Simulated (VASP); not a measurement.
# AlCo (rocksalt type) (Fm-3m) in VASP: notebook, part 2 of 2

VASP 6.6.1. Earlier steps stand in the parts before.

## 4. Single point, r2SCAN (12.48 Å³/atom)

This run uses another cell than the first one, of 12.48 Å³/atom.

The input, POSCAR:

```
AlCo
1.0
    0.0000000000      2.3198446306      2.3198446306
    2.3198446306      0.0000000000      2.3198446306
    2.3198446306      2.3198446306      0.0000000000
Co Al
1 1
Direct
    0.0000000000      0.0000000000      0.0000000000
    0.5000000000      0.5000000000      0.5000000000
```

The input, INCAR.step1:

```
PREC = Accurate
ENCUT = 520
ISMEAR = -1
SIGMA = 0.08
LREAL = False
LASPH = True
NELM = 100
NBANDS = 13
GGA = PE
ALGO = Normal
EDIFF = 1E-4
LWAVE = True
LCHARG = False
```

The input, INCAR.step2:

```
PREC = Accurate
ENCUT = 520
EDIFF = 1E-6
ISMEAR = -1
SIGMA = 0.08
LREAL = False
LASPH = True
NELM = 100
ALGO = Normal
ISIF = 2
LWAVE = False
LCHARG = True
METAGGA = R2SCAN
LMIXTAU = True
LELF = True
LVHAR = True
NBANDS = 13
ISTART = 1
```

The input, KPOINTS:

```
regular mesh
0
Gamma
  15 15 15
```

Potentials or basis: VASP PAW PBE potentials, release 64 (Co, Al).

Command:

```bash
$ cat potpaw_PBE.64/Co/POTCAR potpaw_PBE.64/Al/POTCAR > POTCAR
$ cp INCAR.step1 INCAR
$ mpirun -np 1 vasp_std > vasp.out
$ cp INCAR.step2 INCAR
$ mpirun -np 1 vasp_std > vasp.out
```

OUTCAR:

```text
PREC = Accurate
   ENCUT = 520
   EDIFF = 1E-6
   ISMEAR = -1
   LREAL = False
   LASPH = True
   NELM = 100
   ISIF = 2
   METAGGA = R2SCAN
   ISTART = 1

 ion  position               nearest neighbor table
   1  0.000  0.000  0.000-   2 2.32   2 2.32   2 2.32   2 2.32   2 2.32   2 2.32
   2  0.500  0.500  0.500-   1 2.32   1 2.32   1 2.32   1 2.32   1 2.32   1 2.32

  LATTYP: Found a face centered cubic cell.
 ALAT       =     4.6396892612

  Lattice vectors:

 A1 = (   0.0000000000,   2.3198446306,   2.3198446306)
 A2 = (   2.3198446306,   0.0000000000,   2.3198446306)
 A3 = (   2.3198446306,   2.3198446306,   0.0000000000)

Analysis of symmetry for initial positions (statically):
=====================================================================
 Subroutine PRICEL returns:
 Original cell was already a primitive cell.

 Routine SETGRP: Setting up the symmetry group for a
 face centered cubic supercell.

 Subroutine GETGRP returns: Found 48 space group operations
 (whereof 48 operations were pure point group operations)
 out of a pool of 48 trial point group operations.

The static configuration has the point symmetry O_h .

Analysis of symmetry for dynamics (positions and initial velocities):
=====================================================================
 Subroutine PRICEL returns:
 Original cell was already a primitive cell.

 Routine SETGRP: Setting up the symmetry group for a
 face centered cubic supercell.

 Subroutine GETGRP returns: Found 48 space group operations
 (whereof 48 operations were pure point group operations)
 out of a pool of 48 trial point group operations.

The dynamic configuration has the point symmetry O_h .

 Subroutine INISYM returns: Found 48 space group operations
 (whereof 48 operations are pure point group operations),
 and found     1 'primitive' translations

----------------------------------------------------------------------------------------

                                     Primitive cell

  volume of cell :      24.9693

  direct lattice vectors                    reciprocal lattice vectors
     0.000000000  2.319844631  2.319844631    -0.215531675  0.215531675  0.215531675
     2.319844631  0.000000000  2.319844631     0.215531675 -0.215531675  0.215531675
     2.319844631  2.319844631  0.000000000     0.215531675  0.215531675 -0.215531675

  length of vectors
     3.280755739  3.280755739  3.280755739     0.373311813  0.373311813  0.373311813

  position of ions in fractional coordinates (direct lattice)
     0.000000000  0.000000000  0.000000000
     0.500000000  0.500000000  0.500000000

  ion indices of the primitive-cell ions
   primitive index   ion index
                 1           1
                 2           2

----------------------------------------------------------------------------------------

 KPOINTS: regular mesh

Automatic generation of k-mesh.
 Grid dimensions read from file:
 generate k-points for:   15   15   15

 Generating k-lattice:

  Cartesian coordinates                     Fractional coordinates (reciprocal lattice)
[... 39 lines left out ...]
  0.133333  0.133333  0.000000      6.000000
  0.200000  0.133333  0.000000     24.000000
 [... further k-points ...]
   k-points           NKPTS =    120   k-points in BZ     NKDIM =    120   number of bands    NBANDS=     13
   number of dos      NEDOS =    301   number of ions     NIONS =      2
   total plane-waves  NPLWV =  13824
   dimension x,y,z NGX =    24 NGY =   24 NGZ =   24
   dimension x,y,z NGXF=    48 NGYF=   48 NGZF=   48
   ions per type =               1   1
   NGX,Y,Z   is equivalent  to a cutoff of  12.16, 12.16, 12.16 a.u.
   NGXF,Y,Z  is equivalent  to a cutoff of  24.32, 24.32, 24.32 a.u.
 SYSTEM =  unknown system
   PREC   = accura    normal or accurate (medium, high low for compatibility)
   ISTART =      1    job   : 0-new  1-cont  2-samecut
   ICHARG =      0    charge: 1-file 2-atom 10-const
   ISPIN  =      1    spin polarized calculation?
   LNONCOLLINEAR =      F non collinear calculations
   LSORBIT =      F    spin-orbit coupling
   LASPH  =      T    aspherical Exc in radial PAW
   ENCUT  =  520.0 eV  38.22 Ry    6.18 a.u.   6.10  6.10  6.10*2*pi/ulx,y,z
   NELM   =    100;   NELMIN=  2; NELMDL=  0     # of ELM steps
   EDIFF  = 0.1E-05   stopping-criterion for ELM
   LREAL  =      F    real-space projection
   EDIFFG = 0.1E-04   stopping-criterion for IOM
   NSW    =      0    number of steps for IOM
   IBRION =     -1    ionic relax: 0-MD 1-quasi-New 2-CG
   NFREE  =      0    steps in history (QN), initial steepest desc. (CG)
   ISIF   =      2    stress and relaxation
   ISYM   =      2    0-nonsym 1-usesym 2-fastsym
   POTIM  = 0.5000    time-step for ionic-motion
   TEBEG  =    0.0;   TEEND  =   0.0 temperature during run
   PSTRESS=    0.0 pullay stress
   NELECT =      12.0000    total number of electrons
   NUPDOWN=      -1.0000    fix difference up-down
   EMIN   =  10.00;   EMAX   =-10.00  energy-range for DOS
   EFERMI =   0.00;   METHOD = LEGACY
   ISMEAR =    -1;   SIGMA  =   0.08  broadening in eV -4-tet -1-fermi 0-gaus
   EFERMI_NEDOS =   21; number of points for ismear=-14 and -15
   IALGO  =     38    algorithm
   IMIX   =      4    mixing-type and parameters
     AMIX     =   0.40;   BMIX     =  1.00
     AMIX_MAG =   1.60;   BMIX_MAG =  1.00
  volume/ion in A,a.u.               =      12.48        84.25
  Fermi-wavevector in a.u.,A,eV,Ry     =   1.282330  2.423252 22.373003  1.644369
  Thomas-Fermi vector in A             =   2.414647
   LORBIT       =      0    0 simple, 1 ext, 2 COOP (PROOUT), +10 PAW based schemes
   METAGGA = R2SCAN    functional components
   LHFCALC =     F    Hartree Fock is set to
   AEXX    =    0.0000 exact exchange contribution
   IVDW    =     0    specifies the selected vdW correction
   LEPSILON=     F    determine dielectric tensor
   LRPA    =     F    only Hartree local field effects (RPA)
 non-spin polarized calculation
  energy-cutoff  :      520.00
  volume of cell :       24.97
 maximum number of plane-waves:       685
   NGX = 13   NGY = 13   NGZ = 13

 number of electron      11.9999991 magnetization

 Free energy of the ion-electron system (eV)
  ---------------------------------------------------
  ext. energy  EPLUGINS =         0.00000000
  ---------------------------------------------------
  free energy    TOTEN  =       -19.07410978 eV

  energy without entropy =      -19.04709201  energy(sigma->0) =      -19.06060090

 E-fermi :   9.4125     XC(G=0): -12.7482

 val. band max:        9.4077964897   @ k =  -0.3333   0.4667   0.2000
 cond. band min:       9.4469104809   @ k =  -0.4000   0.2667   0.0667
 fundamental gap:      0.0391139912
 Fermi energy:         9.4125327561

 k-point     1 :       0.0000    0.0000    0.0000
  band No.  band energies     occupation
      1      -1.5725      2.00000
      2       7.6604      2.00000
      3       7.6604      2.00000
      4       7.6604      2.00000
      5       7.8400      2.00000
      6       7.8400      2.00000
      7      17.9011      0.00000
      8      17.9011      0.00000
      9      17.9011      0.00000
     10      21.5420      0.00000
     11      21.5420      0.00000
     12      21.5420      0.00000
     13      22.0143      0.00000
[... 354 lines left out ...]
  band No.  band energies     occupation
      1      -0.6759      2.00000
      2       7.2800      2.00000
      3       7.4176      2.00000
      4       7.7631      2.00000
      5       7.8803      2.00000
      6       8.0295      2.00000
      7      15.0636      0.00000
      8      15.8263      0.00000
      9      17.9362      0.00000
     10      19.2610      0.00000
     11      19.9530      0.00000
     12      23.5169      0.00000
     13      23.7561      0.00000

 [... further k-points ...]

------------------------ aborting loop because EDIFF is reached ----------------------------------------

  FORCE on cell =-STRESS in cart. coord.  units (eV):
  Direction    XX          YY          ZZ          XY          YZ          ZX
  --------------------------------------------------------------------------------------
  -------------------------------------------------------------------------------------
  Total        1.4084949      1.4084949      1.4084949     -0.0000000     -0.0000000     -0.0000000
  in kB       90.3772577     90.3772577     90.3772577     -0.0000000     -0.0000000     -0.0000000
  external PRESSURE =      90.3772577 kB  Pullay stress =       0.0000000 kB

 VOLUME and BASIS-vectors are now :
 -----------------------------------------------------------------------------
  energy-cutoff  :      520.00
  volume of cell :       24.97
      direct lattice vectors                 reciprocal lattice vectors
     0.000000000  2.319844631  2.319844631    -0.215531675  0.215531675  0.215531675
     2.319844631  0.000000000  2.319844631     0.215531675 -0.215531675  0.215531675
     2.319844631  2.319844631  0.000000000     0.215531675  0.215531675 -0.215531675

 POSITION                                       TOTAL-FORCE (eV/Angst)
 -----------------------------------------------------------------------------------
      0.00000      0.00000      0.00000         0.000000      0.000000     -0.000000
      2.31984      2.31984      2.31984        -0.000000     -0.000000      0.000000
 -----------------------------------------------------------------------------------
    total drift:                                0.000000     -0.000000     -0.000000

  FREE ENERGIE OF THE ION-ELECTRON SYSTEM (eV)
  ---------------------------------------------------
  free  energy   TOTEN  =       -19.0741097811 eV

  energy  without entropy=      -19.0470920140  energy(sigma->0) =      -19.06060090
```

OUTCAR.step1:

```text
PREC = Accurate
   ENCUT = 520
   ISMEAR = -1
   LREAL = False
   LASPH = True
[... 604 lines left out ...]
      0.00000      0.00000      0.00000         0.000000     -0.000000      0.000000
      2.31984      2.31984      2.31984        -0.000000      0.000000     -0.000000
 -----------------------------------------------------------------------------------
    total drift:                                0.000000     -0.000000     -0.000000

  FREE ENERGIE OF THE ION-ELECTRON SYSTEM (eV)
  ---------------------------------------------------
  free  energy   TOTEN  =       -10.2472997700 eV

  energy  without entropy=      -10.2185384413  energy(sigma->0) =      -10.23291911
```

OSZICAR.step1:

```text
N       E                     dE             d eps       ncg     rms          rms(c)
DAV:   1     0.397513775000E+02    0.39751E+02   -0.52428E+03  3120   0.952E+02
DAV:   2    -0.926477007473E+01   -0.49016E+02   -0.45071E+02  3370   0.171E+02
DAV:   3    -0.109966203126E+02   -0.17319E+01   -0.17071E+01  3848   0.376E+01
DAV:   4    -0.110250206997E+02   -0.28400E-01   -0.28390E-01  3724   0.425E+00
DAV:   5    -0.110259332377E+02   -0.91254E-03   -0.91252E-03  3925   0.805E-01    0.926E+00
DAV:   6    -0.126583235720E+02   -0.16324E+01   -0.30794E+01  3705   0.697E+01    0.120E+01
DAV:   7    -0.102531708167E+02    0.24052E+01   -0.13311E+01  3780   0.464E+01    0.114E+00
DAV:   8    -0.102521447481E+02    0.10261E-02   -0.91763E-02  3691   0.233E+00    0.786E-01
DAV:   9    -0.102473624826E+02    0.47823E-02   -0.16957E-02  4185   0.139E+00    0.116E-01
DAV:  10    -0.102472997700E+02    0.62713E-04   -0.43897E-04  3891   0.242E-01
   1 F= -.10247300E+02 E0= -.10232919E+02  d E =-.287613E-01
```

It took 2.3 min on 1 thread of Intel Xeon 8259CL, shared host; peak memory 0.18 GiB.

Results:

| Property | Result |
| --- | --- |
| Free energy | -19.0741 eV |
| Pressure | 9.0 GPa |
| Band gap on the k mesh | zero (bands 6 and 7 overlap by 0.09 eV) |

Levels at points of the mesh, in eV from the Fermi level:
| k point | band 3 | band 4 | band 5 | band 6 | band 7 | band 8 | band 9 | band 10 |
| --- | --- | --- | --- | --- | --- | --- | --- | --- |
| (0.00, 0.00, 0.00) | -1.75 | -1.75 | -1.57 | -1.57 | 8.49 | 8.49 | 8.49 | 12.13 |

Caveat: the cell stands under pressure; the PAW data sets were made with another functional, which shifts forces and pressure a little; the run has no spin polarisation, though such a crystal can be magnetic.

## 5. Single point, r2SCAN

This run uses another cell than the first one, of 13.28 Å³/atom.

The input, POSCAR:

```
AlCo
1.0
    0.0000000000      2.3681885747      2.3681885747
    2.3681885747      0.0000000000      2.3681885747
    2.3681885747      2.3681885747      0.0000000000
Co Al
1 1
Direct
    0.0000000000      0.0000000000      0.0000000000
    0.5000000000      0.5000000000      0.5000000000
```

The input, INCAR.step1:

```
SYSTEM = AlCo
PREC = Accurate
ENCUT = 520
ISMEAR = -1
SIGMA = 0.08
LREAL = .False.
LASPH = .True.
NELM = 60
NBANDS = 13
GGA = PE
ALGO = Normal
EDIFF = 1E-4
LWAVE = .True.
LCHARG = .False.
```

The input, INCAR.step2:

```
SYSTEM = AlCo
PREC = Accurate
ENCUT = 520
EDIFF = 1E-7
ISMEAR = -1
SIGMA = 0.08
LREAL = .False.
LASPH = .True.
NELM = 60
ALGO = Normal
ISIF = 2
LWAVE = .False.
LCHARG = .True.
METAGGA = R2SCAN
LMIXTAU = .True.
LELF = .True.
LVHAR = .True.
NBANDS = 13
ISTART = 1
```

The input, KPOINTS:

```
Automatic mesh
0
Gamma
  15 15 15
  0 0 0
```

Command:

```bash
$ cat potpaw_PBE.64/Co/POTCAR potpaw_PBE.64/Al/POTCAR > POTCAR
$ cp INCAR.step1 INCAR
$ mpirun -np 1 vasp_std > vasp.out
$ cp INCAR.step2 INCAR
$ mpirun -np 1 vasp_std > vasp.out
```

Wall time 5.3 min (1 thread of Intel Xeon 8259CL, shared host); peak memory 0.2 GiB.

The run converged. Its results:

```
Free energy            : -19.1156 eV
Pressure               : -0.2 GPa
Band gap on the k mesh : zero (bands 6 and 7 overlap by 0.08 eV)
```

Levels at points of the mesh, in eV from the Fermi level:
```tsv
k point	band 3	band 4	band 5	band 6	band 7	band 8	band 9	band 10
(0.00, 0.00, 0.00)	-1.57	-1.57	-1.42	-1.42	8.02	8.02	8.02	11.78
```

Caveat: the PAW data sets were made with another functional, which shifts forces and pressure a little; the run has no spin polarisation, though such a crystal can be magnetic. Spin polarisation is off, so any magnetic state and its effect on volume and gap are missing.

## 6. Summary

| cell | gap on the mesh (eV) | pressure (GPa) |
| --- | --- | --- |
| a = 3.109 Å, angles 60.0°, 2 atoms | none | 46.3 |
| a = 3.209 Å, angles 60.0°, 2 atoms | none | 21.6 |
| a = 3.281 Å, angles 60.0°, 2 atoms | none | 9.0 |
| a = 3.349 Å, angles 60.0°, 2 atoms | none | -0.2 |

Alike in all rows: task single point; level r2SCAN; potentials or basis VASP PAW PBE potentials, release 64 (Co, Al); no spin polarisation; k mesh 15 × 15 × 15; cutoff (eV) 520; smearing fermi-dirac 0.08 eV.

Caveats: the PAW data sets were made with another functional, which shifts forces and pressure a little; the run has no spin polarisation, though such a crystal can be magnetic; the cell stands under pressure (at least some runs).

Absolute energies hang on the potentials; compare differences alone.

The gap in the log of VASP goes by the Fermi energy; the results here count the filled bands.